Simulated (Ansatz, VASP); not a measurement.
**Two plane-wave programs on SiC**

```xyz
2
Lattice="0.0000 2.1790 2.1790 2.1790 0.0000 2.1790 2.1790 2.1790 0.0000" Properties=species:S:1:pos:R:3 pbc="T T T"
Si    0.0000    0.0000    0.0000
C     1.0895    1.0895    1.0895
```

Alike in both runs: task single point; functional PBE; k mesh 3 × 3 × 3; no spin polarisation.

|  | VASP | Ansatz |
| --- | --- | --- |
| version | VASP 6.6.1 | Ansatz 0.2.0 |
| potentials or method | VASP PAW PBE potentials, release 64 (Si, C), cutoff 600 eV | plane waves, PAW |
| occupations | gaussian, width 0.01 eV | fixed |
| valence electrons in the cell | 8 | 8 |

|  | VASP | Ansatz | Ansatz less VASP |
| --- | --- | --- | --- |
| gap on the k mesh at the Fermi level (eV) | 2.50 | 2.50 | +0.001 |

The k mesh is coarse, so the values compare programs but aren't converged.
